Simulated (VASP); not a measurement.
# H3C2N in VASP: further runs

H3C2N is run at these levels: PBE+D3(BJ); tasks: single point, relaxation of the atoms.

Everything below comes from runs of VASP 6.6.1. Logs are shortened: lines on timing, memory, paths and dates and some standing lists are left out, and cuts for length are marked.

## Step 1: The cell of the first run

The cell holds a disordered packing, 36 atoms: a = 8.312 Å, b = 8.312 Å, c = 8.312 Å, α = 90.00°, β = 90.00°, γ = 90.00°.

## Step 2: Single point, PBE+D3(BJ)

INCAR

```
SYSTEM = H3C2N
PREC = Accurate
ENCUT = 520
EDIFF = 1E-6
ISMEAR = -1
SIGMA = 0.05
LREAL = Auto
LASPH = .TRUE.
NELM = 80
ALGO = Normal
ISIF = 2
LWAVE = .FALSE.
LCHARG = .TRUE.
GGA = PE
IVDW = 12
LELF = .TRUE.
LVHAR = .TRUE.
NBANDS = 72
```

KPOINTS

```
regular mesh
0
G
  1 1 1
  0 0 0
```

POSCAR

```
H3C2N
1.0
    8.3116590000      0.0000000000      0.0000000000
    0.0000000000      8.3116590000      0.0000000000
    0.0000000000      0.0000000000      8.3116590000
C N H
12 6 18
Direct
    1.0226237626      0.1897936381      0.4546986348
    0.9976949247      0.2300744051      0.6194671846
    0.4713258809      0.7729263195      0.2274034582
    0.4340288744      0.6331587954      0.3340488343
    0.1431122234      0.7777628991      0.6002772732
    0.1906719224      0.7468304462      0.7704117794
    0.4958576862      0.3608665851      0.7568886067
    0.4589456810      0.2055425999      0.6812599025
    0.7753085154      0.4394549873      0.1245118453
    0.8517072223      0.5767440652      0.2124244991
    0.8581199012      0.9213804368      0.9433014516
    0.7571773577      0.8116791124      0.8585650590
    0.9634418351      0.2569402811      0.7517873387
    0.3746424149      0.5341171961      0.4127455181
    0.2298458106      0.7183403458      0.9025755267
    0.4510290906      0.0696732145      0.6308728498
    0.8631008563      0.7081979663      0.2676601627
    0.6450336810      0.7415607402      0.8047009628
    1.0655153201      0.2905677435      0.3778066449
    1.1157098721      0.0948787721      0.4468301695
    0.9109974314      0.1322359351      0.4149592759
    0.4018692297      0.8701993188      0.2852258496
    0.5988816432      0.7926817017      0.2096452706
    0.4128297371      0.7578150162      0.1114458618
    0.2492282227      0.8220982117      0.5301709322
    0.0821015395      0.6663290686      0.5623546394
    0.0538761275      0.8770330929      0.6089157411
    0.3929420107      0.4119153589      0.8194272648
    0.5958136637      0.3236778602      0.8256594742
    0.5344901662      0.4567800484      0.6671832904
    0.7064534289      0.4950275270      0.0297052610
    0.8578792754      0.3520476478      0.0704552485
    0.6817892794      0.3863729251      0.1982275741
    0.9764115684      0.8789580997      0.9853748812
    0.8674802467      1.0084509001      0.8493250264
    0.7896498160      0.9735962459      1.0472397869
```

Potentials or basis: VASP PAW PBE potentials, release 64 (C, N, H).

Command:

```bash
> cat potpaw_PBE.64/C/POTCAR potpaw_PBE.64/N/POTCAR potpaw_PBE.64/H/POTCAR > POTCAR
> mpirun -np 1 vasp_gam > vasp.out
```

OUTCAR:

```text
SYSTEM = H3C2N
   PREC = Accurate
   ENCUT = 520
   EDIFF = 1E-6
   ISMEAR = -1
   LREAL = Auto
   LASPH = .TRUE.
   NELM = 80
   ISIF = 2
   GGA = PE
   IVDW = 12
 IVDW          = 12

 ion  position               nearest neighbor table
   1  0.023  0.190  0.455-  21 1.09  20 1.11  19 1.11   2 1.42
   2  0.998  0.230  0.619-  13 1.16   1 1.42
   3  0.471  0.773  0.227-  23 1.08  24 1.09  22 1.10   4 1.49
   4  0.434  0.633  0.334-  14 1.16   3 1.49
   5  0.143  0.778  0.600-  26 1.10  27 1.11  25 1.12   6 1.49
   6  0.191  0.747  0.770-  15 1.17   5 1.49
   7  0.496  0.361  0.757-  29 1.05  28 1.09  30 1.14   8 1.47
   8  0.459  0.206  0.681-  16 1.21   7 1.47
   9  0.775  0.439  0.125-  31 1.08  33 1.08  32 1.10  10 1.50
  10  0.852  0.577  0.212-  17 1.19   9 1.50
  11  0.858  0.921  0.943-  35 1.07  34 1.10  36 1.12  12 1.43
  12  0.757  0.812  0.859-  18 1.19  11 1.43
  13  0.963  0.257  0.752-   2 1.16
  14  0.375  0.534  0.413-   4 1.16
  15  0.230  0.718  0.903-   6 1.17
  16  0.451  0.070  0.631-   8 1.21
  17  0.863  0.708  0.268-  10 1.19
  18  0.645  0.742  0.805-  12 1.19
[... 16 lines left out ...]
  35  0.867  0.008  0.849-  11 1.07
  36  0.790  0.974  0.047-  11 1.12

  LATTYP: Found a simple cubic cell.
 ALAT       =     8.3116590000

  Lattice vectors:

 A1 = (   8.3116590000,   0.0000000000,   0.0000000000)
 A2 = (   0.0000000000,   8.3116590000,   0.0000000000)
 A3 = (   0.0000000000,   0.0000000000,   8.3116590000)

Analysis of symmetry for initial positions (statically):
=====================================================================
 Subroutine PRICEL returns:
 Original cell was already a primitive cell.

 Routine SETGRP: Setting up the symmetry group for a
 simple cubic supercell.

 Subroutine GETGRP returns: Found  1 space group operations
 (whereof  1 operations were pure point group operations)
 out of a pool of 48 trial point group operations.

The static configuration has the point symmetry C_1 .

Analysis of symmetry for dynamics (positions and initial velocities):
=====================================================================
 Subroutine PRICEL returns:
 Original cell was already a primitive cell.

 Routine SETGRP: Setting up the symmetry group for a
 simple cubic supercell.

 Subroutine GETGRP returns: Found  1 space group operations
 (whereof  1 operations were pure point group operations)
 out of a pool of 48 trial point group operations.

The dynamic configuration has the point symmetry C_1 .

 Subroutine INISYM returns: Found  1 space group operations
 (whereof  1 operations are pure point group operations),
 and found     1 'primitive' translations

----------------------------------------------------------------------------------------

                                     Primitive cell

  volume of cell :     574.2000

  direct lattice vectors                    reciprocal lattice vectors
     8.311659000  0.000000000  0.000000000     0.120312924  0.000000000  0.000000000
     0.000000000  8.311659000  0.000000000     0.000000000  0.120312924  0.000000000
     0.000000000  0.000000000  8.311659000     0.000000000  0.000000000  0.120312924

  length of vectors
     8.311659000  8.311659000  8.311659000     0.120312924  0.120312924  0.120312924

  position of ions in fractional coordinates (direct lattice)
     0.022623763  0.189793638  0.454698635
     0.997694925  0.230074405  0.619467185
     0.471325881  0.772926320  0.227403458
     0.434028874  0.633158795  0.334048834
     0.143112223  0.777762899  0.600277273
     0.190671922  0.746830446  0.770411779
[... 28 lines left out ...]
     0.867480247  0.008450900  0.849325026
     0.789649816  0.973596246  0.047239787

  ion indices of the primitive-cell ions
   primitive index   ion index
                 1           1
                 2           2
                 3           3
                 4           4
                 5           5
                 6           6
[... 28 lines left out ...]
                35          35
                36          36

----------------------------------------------------------------------------------------

 KPOINTS: regular mesh

Automatic generation of k-mesh.
 Grid dimensions read from file:
 generate k-points for:    1    1    1

 Generating k-lattice:

  Cartesian coordinates                     Fractional coordinates (reciprocal lattice)
     0.120312924  0.000000000  0.000000000     1.000000000  0.000000000  0.000000000
     0.000000000  0.120312924  0.000000000     0.000000000  1.000000000  0.000000000
     0.000000000  0.000000000  0.120312924     0.000000000  0.000000000  1.000000000

  Length of vectors
     0.120312924  0.120312924  0.120312924

  Shift w.r.t. Gamma in fractional coordinates (k-lattice)
     0.000000000  0.000000000  0.000000000

 Subroutine IBZKPT returns following result:
 ===========================================

 Found      1 irreducible k-points:

 Following reciprocal coordinates:
            Coordinates               Weight
  0.000000  0.000000  0.000000      1.000000
   k-points           NKPTS =      1   k-points in BZ     NKDIM =      1   number of bands    NBANDS=     72
   number of dos      NEDOS =    301   number of ions     NIONS =     36
   total plane-waves  NPLWV = 262144
   dimension x,y,z NGX =    64 NGY =   64 NGZ =   64
   dimension x,y,z NGXF=   128 NGYF=  128 NGZF=  128
   ions per type =              12   6  18
   NGX,Y,Z   is equivalent  to a cutoff of  12.80, 12.80, 12.80 a.u.
   NGXF,Y,Z  is equivalent  to a cutoff of  25.60, 25.60, 25.60 a.u.
 SYSTEM =  H3C2N
   PREC   = accura    normal or accurate (medium, high low for compatibility)
   ISTART =      0    job   : 0-new  1-cont  2-samecut
   ICHARG =      2    charge: 1-file 2-atom 10-const
   ISPIN  =      1    spin polarized calculation?
   LNONCOLLINEAR =      F non collinear calculations
   LSORBIT =      F    spin-orbit coupling
   LASPH  =      T    aspherical Exc in radial PAW
   ENCUT  =  520.0 eV  38.22 Ry    6.18 a.u.  15.45 15.45 15.45*2*pi/ulx,y,z
   NELM   =     80;   NELMIN=  2; NELMDL= -5     # of ELM steps
   EDIFF  = 0.1E-05   stopping-criterion for ELM
   LREAL  =      T    real-space projection
   EDIFFG = 0.1E-04   stopping-criterion for IOM
   NSW    =      0    number of steps for IOM
   IBRION =     -1    ionic relax: 0-MD 1-quasi-New 2-CG
   NFREE  =      0    steps in history (QN), initial steepest desc. (CG)
   ISIF   =      2    stress and relaxation
   ISYM   =      2    0-nonsym 1-usesym 2-fastsym
   POTIM  = 0.5000    time-step for ionic-motion
   TEBEG  =    0.0;   TEEND  =   0.0 temperature during run
   PSTRESS=    0.0 pullay stress
   NELECT =      96.0000    total number of electrons
   NUPDOWN=      -1.0000    fix difference up-down
   EMIN   =  10.00;   EMAX   =-10.00  energy-range for DOS
   EFERMI =   0.00;   METHOD = LEGACY
   ISMEAR =    -1;   SIGMA  =   0.05  broadening in eV -4-tet -1-fermi 0-gaus
   EFERMI_NEDOS =   21; number of points for ismear=-14 and -15
   IALGO  =     38    algorithm
   IMIX   =      4    mixing-type and parameters
     AMIX     =   0.40;   BMIX     =  1.00
     AMIX_MAG =   1.60;   BMIX_MAG =  1.00
  volume/ion in A,a.u.               =      15.95       107.64
  Fermi-wavevector in a.u.,A,eV,Ry     =   0.901871  1.704288 11.066577  0.813370
  Thomas-Fermi vector in A             =   2.025004
   LORBIT       =      0    0 simple, 1 ext, 2 COOP (PROOUT), +10 PAW based schemes
   GGA     = PE    functional components
   LHFCALC =     F    Hartree Fock is set to
   AEXX    =    0.0000 exact exchange contribution
   IVDW    =    12    specifies the selected vdW correction
   LEPSILON=     F    determine dielectric tensor
   LRPA    =     F    only Hartree local field effects (RPA)
 non-spin polarized calculation
  energy-cutoff  :      520.00
  volume of cell :      574.20
 maximum number of plane-waves:      7758
 NGX is ok and might be reduce to    64
   NGX = 31   NGY = 31   NGZ = 31

 number of electron      96.0000000 magnetization

 Free energy of the ion-electron system (eV)
  ---------------------------------------------------
  ext. energy  EPLUGINS =         0.00000000
  ---------------------------------------------------
  free energy    TOTEN  =      -219.90116259 eV

  energy without entropy =     -219.90116259  energy(sigma->0) =     -219.90116259

 E-fermi :  -3.4278     XC(G=0):  -5.8622

 val. band max:       -4.6694324916   @ k =   0.0000   0.0000   0.0000
 cond. band min:       0.9279070531   @ k =   0.0000   0.0000   0.0000
 fundamental gap:      5.5973395447
 Fermi energy:        -3.4278165881

 k-point     1 :       0.0000    0.0000    0.0000
  band No.  band energies     occupation
      1     -20.2029      2.00000
      2     -19.9404      2.00000
      3     -19.7994      2.00000
      4     -19.5965      2.00000
      5     -19.4389      2.00000
      6     -19.1773      2.00000
[... 52 lines left out ...]
     59       2.6087      0.00000
     60       2.7125      0.00000
 [bands above 60 left out]

------------------------ aborting loop because EDIFF is reached ----------------------------------------

 Edisp (eV)   -1.46391

 E8    (eV) :    -0.3487

  FORCE on cell =-STRESS in cart. coord.  units (eV):
  Direction    XX          YY          ZZ          XY          YZ          ZX
  --------------------------------------------------------------------------------------
  -------------------------------------------------------------------------------------
  Total      -2.73243    -8.56214    -1.23174    -1.16589    -1.92270     0.71762
  in kB      -7.62425   -23.89075    -3.43690    -3.25316    -5.36487     2.00237
  external pressure =      -11.65 kB  Pullay stress =        0.00 kB

 VOLUME and BASIS-vectors are now :
 -----------------------------------------------------------------------------
  energy-cutoff  :      520.00
  volume of cell :      574.20
      direct lattice vectors                 reciprocal lattice vectors
     8.311659000  0.000000000  0.000000000     0.120312924  0.000000000  0.000000000
     0.000000000  8.311659000  0.000000000     0.000000000  0.120312924  0.000000000
     0.000000000  0.000000000  8.311659000     0.000000000  0.000000000  0.120312924

 POSITION                                       TOTAL-FORCE (eV/Angst)
 -----------------------------------------------------------------------------------
      0.18804      1.57750      3.77930         0.739436     -0.581593     -0.752102
      8.29250      1.91230      5.14880        -0.012232      0.302039     -0.091191
      3.91750      6.42430      1.89010        -1.034083     -0.857850      1.065371
      3.60750      5.26260      2.77650         0.058881      1.176506     -1.399131
      1.18950      6.46450      4.98930         0.027658      0.458700      1.623234
      1.58480      6.20740      6.40340         0.442840      0.010090     -0.448972
[... 28 lines left out ...]
      7.21020      0.07024      7.05930         0.788001      1.512033     -0.236348
      6.56330      8.09220      0.39264         0.368028     -0.272490     -0.560859
 -----------------------------------------------------------------------------------
    total drift:                               -0.001163      0.002687     -0.015581

  FREE ENERGIE OF THE ION-ELECTRON SYSTEM (eV)
  ---------------------------------------------------
  free  energy   TOTEN  =      -221.3650733720 eV

  energy  without entropy=     -221.3650733720  energy(sigma->0) =     -221.36507337
```

Run time: 1.7 min. Hardware: 1 thread of Intel Xeon Platinum 8259CL at 2.50GHz (Skylake/Cascade Lake), shared host; peak memory 0.55 GiB.

Results:

| Property | Result |
| --- | --- |
| Free energy | -221.3651 eV |
| Pressure | -1.2 GPa |
| Largest force | 3.919 eV/Å |
| Band gap on the k mesh | 5.60 eV |
| Dispersion energy per atom | -0.041 eV |

Forces on the atoms (eV/Å):
```
C    0.739 -0.582 -0.752
C   -0.012  0.302 -0.091
C   -1.034 -0.858  1.065
C    0.059  1.177 -1.399
C    0.028  0.459  1.623
C    0.443  0.010 -0.449
C   -0.616  0.247 -2.274
C   -0.233 -3.255 -1.526
C    0.787  0.743  0.501
C   -1.103  1.527  0.100
C   -0.056  0.231  0.804
C   -2.839 -2.098 -0.095
N   -0.098  0.261  0.906
N    0.111 -0.618  0.357
N   -0.290  0.122 -0.500
N   -0.084  3.738  1.174
N    0.491 -2.288 -0.602
N    1.985  0.668  0.447
H   -0.425 -0.228  0.352
H   -0.029  0.223  0.029
H   -0.142  0.204 -0.485
H    0.676  0.384 -0.027
H    0.271  0.293  0.332
H   -0.148 -0.429 -0.426
H   -0.637 -0.617  0.343
H    0.303  0.349 -0.571
H    0.128 -0.374 -0.290
H   -0.067 -0.061  0.493
H    1.186  0.350  1.430
H   -0.275 -0.984  0.601
H   -0.106  0.441 -0.806
H    0.064  0.024  0.194
H    0.027 -0.485  0.621
H   -0.263 -0.116 -0.282
H    0.788  1.512 -0.236
H    0.368 -0.272 -0.561
```

Levels at points of the mesh, in eV from the valence-band top:
| k point | band 46 | band 47 | band 48 | band 49 | band 50 | band 51 |
| --- | --- | --- | --- | --- | --- | --- |
| (0.00, 0.00, 0.00) | -0.17 | -0.08 | 0.00 | 5.60 | 6.16 | 6.51 |

Caveat: the k points lie up to 0.76 Å⁻¹ apart; the atoms stand as in a frame of molecular dynamics.

(Part 1 of 3 ends here.)
